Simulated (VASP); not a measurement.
# As in VASP: a series of runs

The runs below take As through single point, with PBEsol, LDA.

Program: VASP 6.6.1. These are calculated values, not measurements. Logs are shortened: lines on timing, memory, paths and dates and some standing lists are left out, and cuts for length are marked.

## (1) The cell of the first run

Symmetry: P4/mmm, No. 123, tetragonal system. The conventional cell has a = 2.677 Å, b = 2.677 Å, c = 2.704 Å, α = 90.00°, β = 90.00°, γ = 90.00°. Within 3.5 Å of As (site symmetry 4/mmm) lie 6 As at 2.68 to 2.70 Å.

## (2) Single point, PBEsol

Contents of INCAR:

```
SYSTEM = As
PREC = Accurate
ENCUT = 520
EDIFF = 1E-6
ISMEAR = -1
SIGMA = 0.05
LREAL = .FALSE.
LASPH = .TRUE.
NELM = 80
ALGO = Normal
ISIF = 2
LWAVE = .FALSE.
LCHARG = .TRUE.
GGA = PS
LELF = .TRUE.
LVHAR = .TRUE.
NBANDS = 8
```

Contents of KPOINTS:

```
regular mesh
0
G
  8 8 8
  0 0 0
```

Contents of POSCAR:

```
As
1.0
    2.6766449270      0.0000000000      0.0000000000
    0.0000000000      2.6766449270      0.0000000000
    0.0000000000      0.0000000000      2.7036817444
As
1
Direct
    0.5000000000      0.5000000000      0.5000000000
```

Potentials or basis: VASP PAW PBE potentials, release 64 (As).

On the command line:

```
cat potpaw_PBE.64/As/POTCAR > POTCAR
mpirun -np 1 vasp_std > vasp.out
```

OUTCAR:

```text
SYSTEM = As
   PREC = Accurate
   ENCUT = 520
   EDIFF = 1E-6
   ISMEAR = -1
   LREAL = .FALSE.
   LASPH = .TRUE.
   NELM = 80
   ISIF = 2
   GGA = PS

 ion  position               nearest neighbor table
   1  0.500  0.500  0.500-

  LATTYP: Found a simple tetragonal cell.
 ALAT       =     2.6766449270
 C/A-ratio  =     1.0101010101

  Lattice vectors:

 A1 = (   2.6766449270,   0.0000000000,   0.0000000000)
 A2 = (   0.0000000000,   2.6766449270,   0.0000000000)
 A3 = (   0.0000000000,   0.0000000000,   2.7036817444)

Analysis of symmetry for initial positions (statically):
=====================================================================
 Subroutine PRICEL returns:
 Original cell was already a primitive cell.

 Routine SETGRP: Setting up the symmetry group for a
 simple tetragonal supercell.

 Subroutine GETGRP returns: Found 16 space group operations
 (whereof 16 operations were pure point group operations)
 out of a pool of 16 trial point group operations.

The static configuration has the point symmetry D_4h.

Analysis of symmetry for dynamics (positions and initial velocities):
=====================================================================
 Subroutine PRICEL returns:
 Original cell was already a primitive cell.

 Routine SETGRP: Setting up the symmetry group for a
 simple tetragonal supercell.

 Subroutine GETGRP returns: Found 16 space group operations
 (whereof 16 operations were pure point group operations)
 out of a pool of 16 trial point group operations.

The dynamic configuration has the point symmetry D_4h.

 Subroutine INISYM returns: Found 16 space group operations
 (whereof 16 operations are pure point group operations),
 and found     1 'primitive' translations

----------------------------------------------------------------------------------------

                                     Primitive cell

  volume of cell :      19.3703

  direct lattice vectors                    reciprocal lattice vectors
     2.676644927  0.000000000  0.000000000     0.373602038  0.000000000  0.000000000
     0.000000000  2.676644927  0.000000000     0.000000000  0.373602038  0.000000000
     0.000000000  0.000000000  2.703681744     0.000000000  0.000000000  0.369866018

  length of vectors
     2.676644927  2.676644927  2.703681744     0.373602038  0.373602038  0.369866018

  position of ions in fractional coordinates (direct lattice)
     0.500000000  0.500000000  0.500000000

  ion indices of the primitive-cell ions
   primitive index   ion index
                 1           1

----------------------------------------------------------------------------------------

 KPOINTS: regular mesh

Automatic generation of k-mesh.
 Grid dimensions read from file:
 generate k-points for:    8    8    8

 Generating k-lattice:

  Cartesian coordinates                     Fractional coordinates (reciprocal lattice)
     0.046700255  0.000000000  0.000000000     0.125000000  0.000000000  0.000000000
     0.000000000  0.046700255  0.000000000     0.000000000  0.125000000  0.000000000
     0.000000000  0.000000000  0.046233252     0.000000000  0.000000000  0.125000000

  Length of vectors
     0.046700255  0.046700255  0.046233252

  Shift w.r.t. Gamma in fractional coordinates (k-lattice)
     0.000000000  0.000000000  0.000000000

 Subroutine IBZKPT returns following result:
 ===========================================

 Found     75 irreducible k-points:

 Following reciprocal coordinates:
            Coordinates               Weight
  0.000000  0.000000  0.000000      1.000000
  0.125000  0.000000  0.000000      4.000000
  0.250000  0.000000  0.000000      4.000000
  0.375000  0.000000  0.000000      4.000000
  0.500000  0.000000  0.000000      2.000000
  0.125000  0.125000  0.000000      4.000000
[... 16 lines left out ...]
  0.375000  0.125000  0.125000     16.000000
  0.500000  0.125000  0.125000      8.000000
 [... further k-points ...]
   k-points           NKPTS =     75   k-points in BZ     NKDIM =     75   number of bands    NBANDS=      8
   number of dos      NEDOS =    301   number of ions     NIONS =      1
   total plane-waves  NPLWV =   8000
   dimension x,y,z NGX =    20 NGY =   20 NGZ =   20
   dimension x,y,z NGXF=    40 NGYF=   40 NGZF=   40
   ions per type =               1
   NGX,Y,Z   is equivalent  to a cutoff of  12.42, 12.42, 12.30 a.u.
   NGXF,Y,Z  is equivalent  to a cutoff of  24.84, 24.84, 24.60 a.u.
 SYSTEM =  As
   PREC   = accura    normal or accurate (medium, high low for compatibility)
   ISTART =      0    job   : 0-new  1-cont  2-samecut
   ICHARG =      2    charge: 1-file 2-atom 10-const
   ISPIN  =      1    spin polarized calculation?
   LNONCOLLINEAR =      F non collinear calculations
   LSORBIT =      F    spin-orbit coupling
   LASPH  =      T    aspherical Exc in radial PAW
   ENCUT  =  520.0 eV  38.22 Ry    6.18 a.u.   4.98  4.98  5.03*2*pi/ulx,y,z
   NELM   =     80;   NELMIN=  2; NELMDL= -5     # of ELM steps
   EDIFF  = 0.1E-05   stopping-criterion for ELM
   LREAL  =      F    real-space projection
   EDIFFG = 0.1E-04   stopping-criterion for IOM
   NSW    =      0    number of steps for IOM
   IBRION =     -1    ionic relax: 0-MD 1-quasi-New 2-CG
   NFREE  =      0    steps in history (QN), initial steepest desc. (CG)
   ISIF   =      2    stress and relaxation
   ISYM   =      2    0-nonsym 1-usesym 2-fastsym
   POTIM  = 0.5000    time-step for ionic-motion
   TEBEG  =    0.0;   TEEND  =   0.0 temperature during run
   PSTRESS=    0.0 pullay stress
   NELECT =       5.0000    total number of electrons
   NUPDOWN=      -1.0000    fix difference up-down
   EMIN   =  10.00;   EMAX   =-10.00  energy-range for DOS
[... 5 lines left out ...]
     AMIX     =   0.40;   BMIX     =  1.00
     AMIX_MAG =   1.60;   BMIX_MAG =  1.00
  volume/ion in A,a.u.               =      19.37       130.72
  Fermi-wavevector in a.u.,A,eV,Ry     =   1.042363  1.969781 14.783021  1.086521
  Thomas-Fermi vector in A             =   2.177025
   LORBIT       =      0    0 simple, 1 ext, 2 COOP (PROOUT), +10 PAW based schemes
   GGA     = PS    functional components
   LHFCALC =     F    Hartree Fock is set to
   AEXX    =    0.0000 exact exchange contribution
   IVDW    =     0    specifies the selected vdW correction
   LEPSILON=     F    determine dielectric tensor
   LRPA    =     F    only Hartree local field effects (RPA)
 non-spin polarized calculation
  energy-cutoff  :      520.00
  volume of cell :       19.37
 maximum number of plane-waves:       552
 NGX is ok and might be reduce to    20
   NGX =  9   NGY =  9   NGZ = 11

 number of electron       5.0000001 magnetization

 Free energy of the ion-electron system (eV)
  ---------------------------------------------------
  ext. energy  EPLUGINS =         0.00000000
  ---------------------------------------------------
  free energy    TOTEN  =        -5.01242599 eV

  energy without entropy =       -5.00609461  energy(sigma->0) =       -5.00926030

 E-fermi :   6.0122     XC(G=0): -10.6475

 val. band max:        5.9794934561   @ k =   0.2500   0.1250   0.3750
 cond. band min:       6.0219160713   @ k =   0.5000   0.5000   0.3750
 fundamental gap:      0.0424226152
 Fermi energy:         6.0121855439

 k-point     1 :       0.0000    0.0000    0.0000
  band No.  band energies     occupation
      1      -9.1412      2.00000
      2      10.0284      0.00000
      3      10.3794      0.00000
      4      10.3794      0.00000
      5      14.4647      0.00000
      6      14.6372      0.00000
      7      16.6269      0.00000
      8      31.1511      0.00000

 k-point     2 :       0.1250    0.0000    0.0000
  band No.  band energies     occupation
      1      -8.8449      2.00000
      2       7.4587      0.00000
      3      10.2905      0.00000
      4      10.6413      0.00000
      5      14.7628      0.00000
      6      15.9923      0.00000
      7      18.9163      0.00000
      8      27.9290      0.00000

 k-point     3 :       0.2500    0.0000    0.0000
  band No.  band energies     occupation
      1      -7.9820      2.00000
      2       3.5884      2.00000
      3      11.0160      0.00000
      4      11.3660      0.00000
      5      15.5277      0.00000
      6      17.0181      0.00000
      7      23.4306      0.00000
      8      24.3697      0.00000

 k-point     4 :       0.3750    0.0000    0.0000
  band No.  band energies     occupation
      1      -6.7055      2.00000
      2       0.4054      2.00000
      3      11.9511      0.00000
      4      12.2995      0.00000
      5      16.6228      0.00000
      6      18.4774      0.00000
      7      21.7020      0.00000
      8      22.0524      0.00000

 k-point     5 :       0.5000    0.0000    0.0000
  band No.  band energies     occupation
      1      -5.8408      2.00000
      2      -1.1054      2.00000
      3      12.4495      0.00000
      4      12.7968      0.00000
      5      17.3142      0.00000
      6      20.0759      0.00000
      7      20.6233      0.00000
      8      20.9768      0.00000
[... 177 lines left out ...]
 k-point    22 :       0.2500    0.1250    0.1250
  band No.  band energies     occupation
      1      -7.3989      2.00000
      2       4.1256      2.00000
      3       8.3900      0.00000
      4       9.0009      0.00000
      5      18.9502      0.00000
      6      19.4023      0.00000
      7      21.3429      0.00000
      8      21.8824      0.00000

 k-point    23 :       0.3750    0.1250    0.1250
  band No.  band energies     occupation
      1      -6.1211      2.00000
      2       0.9569      2.00000
      3       9.3827      0.00000
      4      10.1283      0.00000
      5      17.2047      0.00000
      6      18.4527      0.00000
      7      20.4528      0.00000
      8      22.5837      0.00000

 k-point    24 :       0.5000    0.1250    0.1250
  band No.  band energies     occupation
      1      -5.2534      2.00000
      2      -0.5534      2.00000
      3       9.9327      0.00000
      4      10.8286      0.00000
      5      16.0713      0.00000
      6      17.3336      0.00000
      7      21.0082      0.00000
      8      23.5569      0.00000

 [... further k-points ...]
[... 5 lines left out ...]
  --------------------------------------------------------------------------------------
  -------------------------------------------------------------------------------------
  Total        0.2109464      0.2109464      0.2029264      0.0000000      0.0000000     -0.0000000
  in kB       17.4480006     17.4480006     16.7846420      0.0000000      0.0000000     -0.0000000
  external PRESSURE =      17.2268811 kB  Pullay stress =       0.0000000 kB

 VOLUME and BASIS-vectors are now :
 -----------------------------------------------------------------------------
  energy-cutoff  :      520.00
  volume of cell :       19.37
      direct lattice vectors                 reciprocal lattice vectors
     2.676644927  0.000000000  0.000000000     0.373602038  0.000000000  0.000000000
     0.000000000  2.676644927  0.000000000     0.000000000  0.373602038  0.000000000
     0.000000000  0.000000000  2.703681744     0.000000000  0.000000000  0.369866018

 POSITION                                       TOTAL-FORCE (eV/Angst)
 -----------------------------------------------------------------------------------
      1.33832      1.33832      1.35184         0.000000      0.000000      0.000000
 -----------------------------------------------------------------------------------
    total drift:                                0.000000      0.000000      0.000000

  FREE ENERGIE OF THE ION-ELECTRON SYSTEM (eV)
  ---------------------------------------------------
  free  energy   TOTEN  =        -5.0124259910 eV

  energy  without entropy=       -5.0060946067  energy(sigma->0) =       -5.00926030
```

Run time: 5.8 s. Hardware: 1 thread of Intel Xeon 8259CL, shared host; peak memory 0.13 GiB.

What came out:

```
Free energy : -5.0124 eV
Pressure    : 1.7 GPa
```

Caveat: the PAW data sets were made with another functional, which shifts forces and pressure a little.

## (3) Single point, PBEsol

This run uses another cell than the first one, of 20.16 Å³/atom, 1.041 times its volume.

Contents of INCAR:

```
SYSTEM = As
ALGO = Normal ; EDIFF = 1E-6
ENCUT = 520 ; GGA = PS
ISIF = 2 ; ISMEAR = -1
LASPH = .TRUE. ; LCHARG = .TRUE.
LELF = .TRUE. ; LREAL = .FALSE.
LVHAR = .TRUE. ; LWAVE = .FALSE.
NBANDS = 8 ; NELM = 100
PREC = Accurate ; SIGMA = 0.05
```

Contents of KPOINTS:

```
k-points
0
G
  8 8 8
  0 0 0
```

Contents of POSCAR:

```
As
1.0
    2.7307185618      0.0000000000      0.0000000000
    0.0000000000      2.7307185618      0.0000000000
    0.0000000000      0.0000000000      2.7036817444
As
1
Direct
    0.5000000000      0.5000000000      0.5000000000
```

Potentials or basis: VASP PAW PBE potentials, release 64 (As).

On the command line:

```
cat potpaw_PBE.64/As/POTCAR > POTCAR
mpirun -np 1 vasp_std > vasp.out
```

Wall time 5.7 s (1 thread of Intel Xeon 8259CL, shared host); peak memory 0.13 GiB.

It converged, with:

- Free energy: -5.0116 eV
- Pressure: -1.9 GPa

Stress tensor (GPa, compression positive):
```
-2.01  0.00  0.00
 0.00 -2.01  0.00
 0.00  0.00 -1.75
```

Levels at points of the mesh, in eV from the Fermi level:
| k point | band 1 | band 2 | band 3 | band 4 | band 5 | band 6 | band 7 |
| --- | --- | --- | --- | --- | --- | --- | --- |
| (0.00, 0.00, 0.00) | -14.78 | 3.99 | 3.99 | 4.33 | 8.45 | 8.57 | 10.28 |
| (0.50, 0.00, 0.00) | -11.76 | -6.77 | 6.19 | 6.52 | 11.17 | 13.95 | 14.55 |
| (0.50, 0.50, 0.00) | -8.64 | -4.16 | -4.16 | 2.51 | 8.57 | 16.37 | 17.55 |
| (0.00, 0.00, 0.50) | -11.61 | -6.80 | 6.31 | 6.31 | 11.20 | 13.79 | 14.51 |
| (0.50, 0.00, 0.50) | -8.47 | -4.21 | -4.04 | 2.54 | 8.36 | 16.26 | 17.20 |
| (0.50, 0.50, 0.50) | -5.03 | -1.87 | -1.68 | -1.68 | 5.92 | 5.92 | 6.03 |

Caveat: the PAW data sets were made with another functional, which shifts forces and pressure a little.

## (4) Single point, PBEsol

This run uses another cell than the first one, of 20.56 Å³/atom, 1.062 times its volume.

Contents of INCAR:

```
SYSTEM = As
PREC = Accurate
ENCUT = 520
EDIFF = 1E-6
ISMEAR = -1
SIGMA = 0.05
LREAL = .FALSE.
LASPH = .TRUE.
NELM = 80
ALGO = Normal
ISIF = 2
LWAVE = .FALSE.
LCHARG = .FALSE.
GGA = PS
NBANDS = 8
```

Contents of KPOINTS:

```
Automatic mesh
0
G
  8 8 8
  0 0 0
```

Contents of POSCAR:

```
As
1.0
    2.7577553793      0.0000000000      0.0000000000
    0.0000000000      2.7577553793      0.0000000000
    0.0000000000      0.0000000000      2.7036817444
As
1
Direct
    0.5000000000      0.5000000000      0.5000000000
```

On the command line:

```
cat potpaw_PBE.64/As/POTCAR > POTCAR
mpirun -np 1 vasp_std > vasp.out
```

Wall time 5.8 s (1 thread of Intel Xeon 8259CL, shared host); peak memory 0.13 GiB.

It converged, with:

- Free energy: -5.0040 eV
- Pressure: -3.5 GPa

Stress tensor (GPa, compression positive):
```
-4.08  0.00  0.00
 0.00 -4.08  0.00
 0.00  0.00 -2.32
```

Levels at points of the mesh, in eV from the Fermi level:
```tsv
k point	band 1	band 2	band 3	band 4	band 5	band 6
(0.00, 0.00, 0.00)	-14.62	3.80	3.80	4.46	8.34	8.55
(0.50, 0.00, 0.00)	-11.74	-6.62	5.89	6.54	11.06	13.85
(0.50, 0.50, 0.00)	-8.77	-4.10	-4.10	2.57	8.48	16.20
(0.00, 0.00, 0.50)	-11.43	-6.68	6.12	6.12	11.13	13.55
(0.50, 0.00, 0.50)	-8.44	-4.20	-3.87	2.62	8.07	15.99
(0.50, 0.50, 0.50)	-5.18	-1.96	-1.60	-1.60	5.91	5.91
```

Caveat: the PAW data sets were made with another functional, which shifts forces and pressure a little.

## (5) Single point, PBEsol

This run uses another cell than the first one, of 21.38 Å³/atom, 1.104 times its volume.

Contents of INCAR:

```
SYSTEM = As
PREC = Accurate
ENCUT = 520
EDIFF = 1E-6
ISMEAR = -1
SIGMA = 0.05
LREAL = .False.
LASPH = .True.
NELM = 60
ALGO = Normal
ISIF = 2
LWAVE = .False.
LCHARG = .True.
GGA = PS
LELF = .True.
LVHAR = .True.
NBANDS = 8
```

Contents of KPOINTS:

```
Automatic mesh
0
Gamma
  8 8 8
  0 0 0
```

Contents of POSCAR:

```
As
1.0
    2.8118290142      0.0000000000      0.0000000000
    0.0000000000      2.8118290142      0.0000000000
    0.0000000000      0.0000000000      2.7036817444
As
1
Direct
    0.5000000000      0.5000000000      0.5000000000
```

On the command line:

```
cat potpaw_PBE.64/As/POTCAR > POTCAR
mpirun -np 1 vasp_std > vasp.out
```

Run time: 6.3 s. Hardware: 1 thread of Intel Xeon 8259CL, shared host; peak memory 0.14 GiB.

Results (log left out):

```yaml
Free_energy: -4.9741 eV
Pressure: -6.1 GPa
```

Stress tensor (GPa, compression positive):
```
-7.53  0.00  0.00
 0.00 -7.53  0.00
 0.00  0.00 -3.17
```

Levels at points of the mesh, in eV from the Fermi level:
| k point | band 1 | band 2 | band 3 | band 4 | band 5 | band 6 | band 7 |
| --- | --- | --- | --- | --- | --- | --- | --- |
| (0.00, 0.00, 0.00) | -14.32 | 3.44 | 3.44 | 4.70 | 8.15 | 8.38 | 10.09 |
| (0.50, 0.00, 0.00) | -11.69 | -6.33 | 5.34 | 6.58 | 10.83 | 13.60 | 13.94 |
| (0.50, 0.50, 0.00) | -9.01 | -3.98 | -3.98 | 2.68 | 8.33 | 15.91 | 17.66 |
| (0.00, 0.00, 0.50) | -11.11 | -6.45 | 5.77 | 5.77 | 11.02 | 13.11 | 13.75 |
| (0.50, 0.00, 0.50) | -8.38 | -4.18 | -3.54 | 2.78 | 7.53 | 15.49 | 16.32 |
| (0.50, 0.50, 0.50) | -5.45 | -2.13 | -1.43 | -1.43 | 5.89 | 5.89 | 6.30 |

Caveat: the PAW data sets were made with another functional, which shifts forces and pressure a little.

## (6) Single point, LDA

This run uses another cell than the first one, of 18.58 Å³/atom, 0.959 times its volume.

Contents of INCAR:

```
ALGO     = Normal         # electronic algorithm
EDIFF    = 1E-7           # SCF threshold, eV
ENCUT    = 520            # plane-wave cutoff, eV
GGA      = CA             # functional
ISIF     = 2              # what is computed and relaxed
ISMEAR   = -1             # smearing method
LASPH    = T              # aspherical terms in the spheres
LCHARG   = F              # write CHGCAR
LREAL    = F              # projectors in reciprocal space
LWAVE    = F              # write WAVECAR
NBANDS   = 8              # bands
NELM     = 100            # most SCF steps
PREC     = Accurate       # precision mode
SIGMA    = 0.05           # smearing width, eV
```

Contents of KPOINTS:

```
k-points
0
Gamma
  10 10 10
```

Contents of POSCAR:

```
As
1.0
    2.6484890792      0.0000000000      0.0000000000
    0.0000000000      2.6484890792      0.0000000000
    0.0000000000      0.0000000000      2.6484890792
As
1
Direct
    0.5000000000      0.5000000000      0.5000000000
```

Potentials or basis: VASP PAW LDA potentials, release 64 (As).

On the command line:

```
cat potpaw_LDA.64/As/POTCAR > POTCAR
mpirun -np 1 vasp_std > vasp.out
```

Wall time 7.8 s (1 thread of Intel Xeon 6975P-C, shared host); peak memory 0.12 GiB.

The run converged. Its results:

* Free energy: -5.3312 eV
* Pressure: 3.0 GPa

Levels at points of the mesh, in eV from the Fermi level:
| k point | band 1 | band 2 | band 3 | band 4 | band 5 | band 6 |
| --- | --- | --- | --- | --- | --- | --- |
| (0.00, 0.00, 0.00) | -15.52 | 4.39 | 4.39 | 4.39 | 8.69 | 8.69 |
| (0.50, 0.00, 0.00) | -12.11 | -7.39 | 6.89 | 6.89 | 11.53 | 14.44 |
| (0.50, 0.50, 0.00) | -8.52 | -4.52 | -4.52 | 2.26 | 9.26 | 17.28 |
| (0.50, 0.50, 0.50) | -4.51 | -1.89 | -1.89 | -1.89 | 5.91 | 5.91 |

## (7) The runs side by side

```tsv
level	potentials or basis	cell	k mesh	gap on the mesh (eV)	pressure (GPa)
PBEsol	VASP PAW PBE potentials, release 64 (As)	a = 2.677, b = 2.677, c = 2.704 Å, 1 atom	8 × 8 × 8	none	1.7
PBEsol	VASP PAW PBE potentials, release 64 (As)	a = 2.731, b = 2.731, c = 2.704 Å, 1 atom	8 × 8 × 8	none	-1.9
PBEsol	VASP PAW PBE potentials, release 64 (As)	a = 2.758, b = 2.758, c = 2.704 Å, 1 atom	8 × 8 × 8	none	-3.5
PBEsol	VASP PAW PBE potentials, release 64 (As)	a = 2.812, b = 2.812, c = 2.704 Å, 1 atom	8 × 8 × 8	none	-6.1
LDA	VASP PAW LDA potentials, release 64 (As)	a = 2.648 Å, 1 atom	10 × 10 × 10	none	3.0
```

Alike in all rows: task single point; no spin polarisation; cutoff (eV) 520; smearing fermi-dirac 0.05 eV.

Caveats: the PAW data sets were made with another functional, which shifts forces and pressure a little (some runs).

Absolute energies hang on the potentials; compare differences alone.
